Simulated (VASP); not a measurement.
A run of VASP 6.6.1:

Contents of INCAR:

```
ALGO = Normal
EDIFF = 1E-6
ENCUT = 520
ISIF = 2
ISMEAR = 0
LASPH = True
LCHARG = False
LREAL = False
LWAVE = False
NBANDS = 15
NELM = 100
PREC = Accurate
SIGMA = 0.05
```

File KPOINTS:

```
k-points
0
Gamma
  6 6 6
```

Contents of POSCAR:

```
KI
1.0
    0.0000000000      3.5245500000      3.5245500000
    3.5245500000      0.0000000000      3.5245500000
    3.5245500000      3.5245500000      0.0000000000
K I
1 1
Direct
    0.0000000000      0.0000000000      0.0000000000
    0.5000000000      0.5000000000      0.5000000000
```

Potentials or basis: VASP PAW LDA potentials, release 64 (K_sv, I).

Run with:

```console
$ cat potpaw_LDA.64/K_sv/POTCAR potpaw_LDA.64/I/POTCAR > POTCAR
$ mpirun -np 1 vasp_std > vasp.out
```

Hardware: 1 thread of Intel(R) Xeon(R) 6975P-C (Granite Rapids), with other jobs on the host.

**Question.** How long does it take, and how much memory?

**Answer.** Wall time 8.8 s on 1 thread of Intel(R) Xeon(R) 6975P-C (Granite Rapids), on a shared host, peak memory 0.19 GiB. Counts: scf iterations 12, k points 16.
